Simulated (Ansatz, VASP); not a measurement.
**InGe2O2: VASP beside Ansatz**

```xyz
5
Lattice="4.3931 0.0000 0.0000 0.0000 4.3931 0.0000 0.0000 0.0000 5.5858" Properties=species:S:1:pos:R:3 pbc="T T T"
In    0.0000    0.0000    2.7929
Ge    0.0000    0.0000    0.0000
Ge    2.1966    2.1966    0.0000
O     2.1966    0.0000    0.0000
O     0.0000    2.1966    0.0000
```

Alike in both runs: task relaxation of cell and atoms; functional PBE; k mesh 4 × 4 × 4; occupations gaussian, width 0.1 eV; no spin polarisation.

|  | VASP | Ansatz |
| --- | --- | --- |
| version | VASP 6.6.1 | Ansatz 0.2.0 |
| potentials or method | VASP PAW PBE potentials, release 64 (In_d, Ge_d, O), cutoff 600 eV | scalar-relativistic, plane waves, PAW |
| valence electrons in the cell | 53 | 53 |

|  | VASP | Ansatz | Ansatz less VASP |
| --- | --- | --- | --- |
| gap on the k mesh at the Fermi level, each at its own relaxed structure (eV) | none | none | - |
| relaxed volume (Å³/atom) | 21.09 | 21.07 | -0.019 |
| relaxed length of the cell vector where the two differ most in proportion (Å) | 5.573 | 5.567 | -0.0054 |

A gap of «none» marks a metal or a gap that the smearing closes.
